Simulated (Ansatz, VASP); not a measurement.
## WC: VASP beside Ansatz

```
CELL_PARAMETERS angstrom
2.90050 0.00000 0.00000
-1.45025 2.51191 0.00000
0.00000 0.00000 2.82900
ATOMIC_POSITIONS crystal
W 0.00000 0.00000 0.00000
C 0.66667 0.33333 0.57070
```

Change from the starting cell: all C atoms moved -0.200 Å, as atom 2 towards its neighbour atom 2 (C) at 2.829 Å.

Alike in both runs: task single point; functional PBEsol; k mesh 18 × 18 × 16; occupations gaussian, width 0.15 eV; no spin polarisation.

|  | VASP | Ansatz |
| --- | --- | --- |
| version | VASP 6.6.1 | Ansatz 0.2.0 |
| potentials or method | VASP PAW PBE potentials, release 64 (W_sv, C), cutoff 520 eV | scalar-relativistic, plane waves, PAW |
| valence electrons in the cell | 18 | 18 |

|  | VASP | Ansatz | Ansatz less VASP |
| --- | --- | --- | --- |
| gap on the k mesh at the Fermi level (eV) | none | none | - |
| pressure (GPa) | 9.7 | 8.3 | -1.40 |
| traceless stress, the component that is largest in VASP (GPa) | 1.98 | 1.80 | -0.174 |
| rms of the force components (eV/Å) | 1.809 | 1.790 | -0.0190 |

VASP's potentials were made for PBE, not for PBEsol. Atom by atom the forces differ by 0.019 eV/Å (rms over components). A gap of «none» marks a metal or a gap that the smearing closes.

Spin-orbit coupling is off throughout.
